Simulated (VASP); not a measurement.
A run of VASP 6.6.1:

File INCAR:

```
SYSTEM = Mg3Si2N
ALGO = Normal
EDIFF = 1E-6
EDIFFG = -0.01
ENCUT = 600
GGA = PE
IBRION = 2
ISIF = 3
ISMEAR = 0
LASPH = .True.
LCHARG = .False.
LREAL = .False.
LWAVE = .False.
NELM = 80
NSW = 100
PREC = Accurate
SIGMA = 0.1
```

Contents of KPOINTS:

```
k-points
0
Gamma
  12 12 4
  0 0 0
```

File POSCAR:

```
Mg3Si2N
1.0
    3.0353965157      0.0000000000      0.0000000000
    0.0000000000      3.0353965157      0.0000000000
    0.0000000000      0.0000000000     10.7282214775
Mg Si N
3 2 1
Direct
    0.5000000000      0.5000000000      0.0000000000
    0.0000000000      0.5000000000      0.3887592572
    0.5000000000      0.0000000000      0.6112407428
    0.0000000000      0.5000000000      0.7868459643
    0.5000000000      0.0000000000      0.2131540357
    0.0000000000      0.0000000000      0.0000000000
```

Potentials or basis: VASP PAW PBE potentials, release 64 (Mg, Si, N).

Command:

```bash
$ cat potpaw_PBE.64/Mg/POTCAR potpaw_PBE.64/Si/POTCAR potpaw_PBE.64/N/POTCAR > POTCAR
$ mpirun -np 1 vasp_std > vasp.out
```

Hardware: 1 thread of Intel(R) Xeon(R) Platinum 8375C CPU @ 2.90GHz (Ice Lake) (shared host).

Q: Estimate the wall time of this run.

A: Wall time 4.6 min on 1 thread of Intel(R) Xeon(R) Platinum 8375C CPU @ 2.90GHz (Ice Lake), with other jobs on the host, peak memory 0.33 GiB. Counts: scf iterations 37, k points 84, ion steps 5.
